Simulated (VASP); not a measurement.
# Si3C (P-4m2) in VASP: a series of runs, part 2 of 2

VASP 6.6.1. Earlier steps stand in the parts before.

**3. Single point, PBE**

Input file INCAR:

```
SYSTEM = Si3C
PREC = Accurate
ENCUT = 600
EDIFF = 1E-6
ISMEAR = -1
SIGMA = 0.02
LREAL = .False.
LASPH = .True.
NELM = 120
ALGO = Normal
ISIF = 2
LWAVE = .False.
LCHARG = .False.
GGA = PE
NBANDS = 16
GGA_COMPAT = .False.
```

Input file KPOINTS:

```
Automatic mesh
0
Gamma
  4 4 2
  0 0 0
```

Input file POSCAR:

```
Si3C
1.0
    3.4318102017      0.0000000000      0.0000000000
    0.0000000000      3.4318102017      0.0000000000
    0.0000000000      0.0000000000      5.0004336163
C Si
1 3
Direct
    0.0000000000      0.0000000000      0.0000000000
    0.0000000000      0.5000000000      0.2031984776
    0.5000000000      0.5000000000      0.5000000000
    0.5000000000      0.0000000000      0.7968015224
```

Potentials or basis: VASP PAW PBE potentials, release 64 (C, Si).

On the command line:

```console
$ cat potpaw_PBE.64/C/POTCAR potpaw_PBE.64/Si/POTCAR > POTCAR
$ mpirun -np 1 vasp_std > vasp.out
```

OUTCAR:

```text
SYSTEM = Si3C
   PREC = Accurate
   ENCUT = 600
   EDIFF = 1E-6
   ISMEAR = -1
   LREAL = .False.
   LASPH = .True.
   NELM = 120
   ISIF = 2
   GGA = PE

 ion  position               nearest neighbor table
   1  0.000  0.000  0.000-   2 1.99   4 1.99   2 1.99   4 1.99
   2  0.000  0.500  0.203-   1 1.99   1 1.99   3 2.27   3 2.27
   3  0.500  0.500  0.500-   2 2.27   4 2.27   4 2.27   2 2.27
   4  0.500  0.000  0.797-   1 1.99   1 1.99   3 2.27   3 2.27

  LATTYP: Found a simple tetragonal cell.
 ALAT       =     3.4318102017
 C/A-ratio  =     1.4570833824

  Lattice vectors:

 A1 = (   3.4318102017,   0.0000000000,   0.0000000000)
 A2 = (   0.0000000000,   3.4318102017,   0.0000000000)
 A3 = (   0.0000000000,   0.0000000000,   5.0004336163)

Analysis of symmetry for initial positions (statically):
=====================================================================
 Subroutine PRICEL returns:
 Original cell was already a primitive cell.

 Routine SETGRP: Setting up the symmetry group for a
 simple tetragonal supercell.

 Subroutine GETGRP returns: Found  8 space group operations
[... 158 lines left out ...]
 val. band max:        7.7196193646   @ k =   0.2500   0.0000   0.0000
 cond. band min:       7.8585100591   @ k =   0.0000   0.0000   0.0000
 fundamental gap:      0.1388906946
 Fermi energy:         7.7962523153

 k-point     1 :       0.0000    0.0000    0.0000
  band No.  band energies     occupation
      1      -7.0027      2.00000
      2      -1.9976      2.00000
      3      -0.9066      2.00000
      4       3.3356      2.00000
      5       3.3356      2.00000
      6       6.8488      2.00000
[... 205 lines left out ...]
      3      -0.6928      2.00000
      4       0.1449      2.00000
      5       2.5020      2.00000
      6       2.6972      2.00000
[... 8 lines left out ...]
     15      14.5214      0.00000
     16      14.5214      0.00000

------------------------ aborting loop because EDIFF is reached ----------------------------------------

  FORCE on cell =-STRESS in cart. coord.  units (eV):
  Direction    XX          YY          ZZ          XY          YZ          ZX
  --------------------------------------------------------------------------------------
  -------------------------------------------------------------------------------------
  Total        0.7684467      0.7684467      0.7446926      0.0000000      0.0000000      0.0000000
  in kB       20.9059609     20.9059609     20.2597192      0.0000000      0.0000000      0.0000000
  external PRESSURE =      20.6905470 kB  Pullay stress =       0.0000000 kB

 VOLUME and BASIS-vectors are now :
 -----------------------------------------------------------------------------
  energy-cutoff  :      600.00
  volume of cell :       58.89
      direct lattice vectors                 reciprocal lattice vectors
     3.431810202  0.000000000  0.000000000     0.291391406  0.000000000  0.000000000
     0.000000000  3.431810202  0.000000000     0.000000000  0.291391406  0.000000000
     0.000000000  0.000000000  5.000433616     0.000000000  0.000000000  0.199982657

 POSITION                                       TOTAL-FORCE (eV/Angst)
 -----------------------------------------------------------------------------------
      0.00000      0.00000      0.00000         0.000000     -0.000000      0.000000
      0.00000      1.71591      1.01608         0.000000     -0.000000     -0.416629
      1.71591      1.71591      2.50022         0.000000      0.000000      0.000000
      1.71591      0.00000      3.98435         0.000000     -0.000000      0.416629
 -----------------------------------------------------------------------------------
    total drift:                               -0.000000      0.000000      0.000000

  FREE ENERGIE OF THE ION-ELECTRON SYSTEM (eV)
  ---------------------------------------------------
  free  energy   TOTEN  =       -24.2637428962 eV

  energy  without entropy=      -24.2627854274  energy(sigma->0) =      -24.26326416
```

OSZICAR:

```text
N       E                     dE             d eps       ncg     rms          rms(c)
DAV:   1     0.273654943643E+02    0.27365E+02   -0.72669E+03   384   0.981E+02
DAV:   2    -0.231941935137E+02   -0.50560E+02   -0.45833E+02   568   0.133E+02
DAV:   3    -0.257692353038E+02   -0.25750E+01   -0.25530E+01   480   0.287E+01
DAV:   4    -0.257957080339E+02   -0.26473E-01   -0.26466E-01   528   0.357E+00
DAV:   5    -0.257960700619E+02   -0.36203E-03   -0.36200E-03   504   0.403E-01    0.911E+00
DAV:   6    -0.243511650206E+02    0.14449E+01   -0.27431E+00   456   0.105E+01    0.474E+00
DAV:   7    -0.242877112371E+02    0.63454E-01   -0.49977E-01   480   0.426E+00    0.241E+00
DAV:   8    -0.242639402245E+02    0.23771E-01   -0.72091E-02   520   0.166E+00    0.447E-01
DAV:   9    -0.242632295196E+02    0.71070E-03   -0.97445E-03   456   0.739E-01    0.188E-01
DAV:  10    -0.242636433859E+02   -0.41387E-03   -0.14967E-03   496   0.218E-01    0.863E-02
DAV:  11    -0.242637319249E+02   -0.88539E-04   -0.12892E-04   448   0.714E-02    0.230E-02
DAV:  12    -0.242637415029E+02   -0.95781E-05   -0.29950E-05   512   0.359E-02    0.832E-03
DAV:  13    -0.242637430182E+02   -0.15153E-05   -0.45311E-06   464   0.146E-02    0.210E-03
DAV:  14    -0.242637428962E+02    0.12201E-06   -0.41377E-07   320   0.400E-03
   1 F= -.24263743E+02 E0= -.24263264E+02  d E =-.957469E-03
```

stdout:

```text
POSCAR found type information on POSCAR C Si
 POSCAR found :  2 types and       4 ions
 scaLAPACK will be used
 LDA part: xc-table for (Slater+PW92), standard interpolation
 POSCAR, INCAR and KPOINTS ok, starting setup
 FFT: planning ... GRIDC
 FFT: planning ... GRID_SOFT
 FFT: planning ... GRID
 WAVECAR not read
 entering main loop
```

Run time: 22 s. Hardware: 1 thread of Intel Xeon 8259CL, shared host; peak memory 0.17 GiB.

Results:

```
Free energy            : -24.2637 eV
Pressure               : 2.1 GPa
Largest force          : 0.417 eV/Å
Band gap on the k mesh : zero (band 8 reaches 7.86 eV, above the bottom of band 9 at 7.43 eV)
```

Forces in eV/Å, atoms in the order of the input:
```
C    0.000  0.000  0.000
Si   0.000  0.000 -0.417
Si   0.000  0.000  0.000
Si   0.000  0.000  0.417
```

Caveat: the k points lie up to 0.63 Å⁻¹ apart.

**4. Single point, PBE**

Input file INCAR:

```
PREC = Accurate
ENCUT = 600
EDIFF = 1E-6
ISMEAR = -1
SIGMA = 0.02
LREAL = F
LASPH = T
NELM = 120
ALGO = Normal
ISIF = 2
LWAVE = F
LCHARG = T
GGA = PE
LELF = T
LVHAR = T
NBANDS = 16
GGA_COMPAT = F
```

Input file KPOINTS:

```
Automatic mesh
0
Gamma
  4 4 4
```

POSCAR is that of step 3.

On the command line:

```console
$ cat potpaw_PBE.64/C/POTCAR potpaw_PBE.64/Si/POTCAR > POTCAR
$ mpirun -np 1 vasp_std > vasp.out
```

Wall time 34 s (1 thread of Intel Xeon 8259CL, shared host); peak memory 0.17 GiB.

Results (log left out):

- Free energy: -24.2531 eV
- Pressure: 1.9 GPa
- Largest force: 0.358 eV/Å
- Band gap on the k mesh: zero (band 8 reaches 7.86 eV, above the bottom of band 9 at 7.42 eV)

Forces in eV/Å, atoms in the order of the input:
```
C    0.000  0.000  0.000
Si   0.000  0.000 -0.358
Si   0.000  0.000  0.000
Si   0.000  0.000  0.358
```

Stress tensor (GPa, compression positive):
```
1.97 0.00 0.00
0.00 1.97 0.00
0.00 0.00 1.71
```

Levels at points of the mesh, in eV from the Fermi level:
| k point | band 6 | band 7 | band 8 | band 9 | band 10 | band 11 |
| --- | --- | --- | --- | --- | --- | --- |
| (0.00, 0.00, 0.00) | -0.87 | -0.82 | 0.14 | 0.14 | 1.20 | 3.34 |
| (0.50, 0.00, 0.00) | -4.66 | -3.50 | -0.36 | 2.16 | 2.56 | 3.97 |
| (0.50, 0.50, 0.00) | -3.89 | -3.89 | -3.30 | -0.30 | 0.40 | 0.98 |
| (0.00, 0.00, 0.50) | -3.68 | -0.94 | -0.94 | 0.52 | 1.39 | 3.52 |
| (0.50, 0.00, 0.50) | -2.03 | -2.01 | -0.10 | 0.55 | 3.32 | 3.61 |
| (0.50, 0.50, 0.50) | -5.02 | -5.02 | -4.90 | 3.14 | 4.07 | 4.07 |

Caveat: the k points lie up to 0.46 Å⁻¹ apart.

**5. Single point, r2SCAN**

POSCAR is that of step 4.

Input file INCAR.step1:

```
PREC = Accurate
ENCUT = 660
ISMEAR = -1
SIGMA = 0.02
LREAL = F
LASPH = T
NELM = 120
NBANDS = 16
GGA = PE
ALGO = Normal
EDIFF = 1E-5
LWAVE = T
LCHARG = F
GGA_COMPAT = F
```

Input file INCAR.step2:

```
PREC = Accurate
ENCUT = 660
EDIFF = 1E-6
ISMEAR = -1
SIGMA = 0.02
LREAL = F
LASPH = T
NELM = 120
ALGO = Normal
ISIF = 2
LWAVE = F
LCHARG = T
METAGGA = R2SCAN
LMIXTAU = T
LELF = T
LVHAR = T
NBANDS = 16
ISTART = 1
GGA_COMPAT = F
```

KPOINTS is that of step 4.

On the command line:

```console
$ cat potpaw_PBE.64/C/POTCAR potpaw_PBE.64/Si/POTCAR > POTCAR
$ cp INCAR.step1 INCAR
$ mpirun -np 1 vasp_std > vasp.out
$ cp INCAR.step2 INCAR
$ mpirun -np 1 vasp_std > vasp.out
```

It took 2.5 min on 1 thread of Intel Xeon 8259CL, shared host; peak memory 0.19 GiB.

It converged, with:

```
Free energy            : -35.0833 eV
Pressure               : 0.1 GPa
Largest force          : 0.124 eV/Å
Band gap on the k mesh : zero (band 8 reaches 7.83 eV, above the bottom of band 9 at 7.61 eV)
```

Forces in eV/Å, atoms in the order of the input:
```
C    0.000  0.000  0.000
Si   0.000  0.000 -0.124
Si   0.000  0.000  0.000
Si   0.000  0.000  0.124
```

Stress tensor (GPa, compression positive):
```
 0.43  0.00  0.00
 0.00  0.43  0.00
 0.00  0.00 -0.48
```

Levels at points of the mesh, in eV from the Fermi level:
```csv
k point,band 6,band 7,band 8,band 9,band 10,band 11
"(0.00, 0.00, 0.00)",-0.96,-0.72,0.12,0.12,1.47,3.55
"(0.50, 0.00, 0.00)",-4.88,-3.73,-0.42,2.43,2.81,4.30
"(0.50, 0.50, 0.00)",-4.13,-4.13,-3.55,-0.10,0.57,1.20
"(0.00, 0.00, 0.50)",-3.84,-1.01,-1.01,0.69,1.63,3.80
"(0.50, 0.00, 0.50)",-2.18,-2.16,-0.15,0.74,3.66,3.91
"(0.50, 0.50, 0.50)",-5.28,-5.28,-5.15,3.42,4.42,4.42
```

Caveat: the k points lie up to 0.46 Å⁻¹ apart; the PAW data sets were made with another functional, which shifts forces and pressure a little.

**6. Overview**

| level | k mesh | cutoff (eV) | gap on the mesh (eV) | pressure (GPa) | largest force (eV/Å) |
| --- | --- | --- | --- | --- | --- |
| r2SCAN | 6 × 6 × 4 | 660 | none | -0.3 | 0.03 |
| PBE | 4 × 4 × 2 | 600 | none | 2.1 | 0.42 |
| PBE | 4 × 4 × 4 | 600 | none | 1.9 | 0.36 |
| r2SCAN | 4 × 4 × 4 | 660 | none | 0.1 | 0.12 |

Alike in all rows: task single point; potentials or basis VASP PAW PBE potentials, release 64 (C, Si); no spin polarisation; cell as given; smearing fermi-dirac 0.02 eV.

Caveats: some runs use coarse meshes; the PAW data sets were made with another functional, which shifts forces and pressure a little (some runs).

Absolute energies hang on the potentials; compare differences alone.
